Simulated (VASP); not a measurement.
Write the native input for VASP 6.6.1 that does the following.

- Task: single point
- Functional: r2SCAN
- Potentials or basis: VASP PAW PBE potentials, release 64 (I, S, Li_sv)
- Cutoff: 520 eV
- k mesh: 4 × 4 × 4
- Occupations: gaussian, width 0.01 eV
- Spin: no spin polarisation
- Dipole correction: no
- Further INCAR settings: ALGO = Normal; EDIFF = 1e-06; NBANDS = 19

The system is Li3SI.

```
I S Li
1.0
     4.68654    0.00000    0.00000
     0.00000    4.68654    0.00000
     0.00000    0.00000    4.68654
I S Li
1 1 3
Direct
  0.00000 0.00000 0.00000
  0.50000 0.50000 0.50000
  0.50000 0.50000 0.00000
  0.50000 0.00000 0.50000
  0.00000 0.50000 0.50000
```

This cell differs from its parent crystal: volume changed by -3%.

The input as run:

POSCAR

```
Li3SI
1.0
    4.6865402236      0.0000000000      0.0000000000
    0.0000000000      4.6865402236      0.0000000000
    0.0000000000      0.0000000000      4.6865402236
I S Li
1 1 3
Direct
    0.0000000000      0.0000000000      0.0000000000
    0.5000000000      0.5000000000      0.5000000000
    0.5000000000      0.5000000000      0.0000000000
    0.5000000000      0.0000000000      0.5000000000
    0.0000000000      0.5000000000      0.5000000000
```

INCAR.step1

```
SYSTEM = Li3SI
ALGO = Normal
EDIFF = 1E-4
ENCUT = 520
GGA = PE
ISMEAR = 0
LASPH = .True.
LCHARG = .False.
LREAL = .False.
LWAVE = .True.
NBANDS = 19
NELM = 100
PREC = Accurate
SIGMA = 0.01
```

INCAR.step2

```
SYSTEM = Li3SI
ALGO = Normal
EDIFF = 1E-6
ENCUT = 520
ISIF = 2
ISMEAR = 0
ISTART = 1
LASPH = .True.
LCHARG = .False.
LMIXTAU = .True.
LREAL = .False.
LWAVE = .False.
METAGGA = R2SCAN
NBANDS = 19
NELM = 100
PREC = Accurate
SIGMA = 0.01
```

KPOINTS

```
k-points
0
Gamma
  4 4 4
  0 0 0
```

Potentials or basis: VASP PAW PBE potentials, release 64 (I, S, Li_sv).

The run is started by

```sh
$ cat potpaw_PBE.64/I/POTCAR potpaw_PBE.64/S/POTCAR potpaw_PBE.64/Li_sv/POTCAR > POTCAR
$ cp INCAR.step1 INCAR
$ mpirun -np 1 vasp_std > vasp.out
$ cp INCAR.step2 INCAR
$ mpirun -np 1 vasp_std > vasp.out
```

It gave:

```yaml
Band_gap_on_the_k_mesh: 4.04 eV, direct
```

Caveat: spin-orbit coupling is left out, which moves the levels of the heavy elements.

Run time: 100 s on 1 thread of Intel(R) Xeon(R) Platinum 8259CL CPU @ 2.50GHz (Skylake/Cascade Lake), with other jobs on the host, peak memory 0.22 GiB.
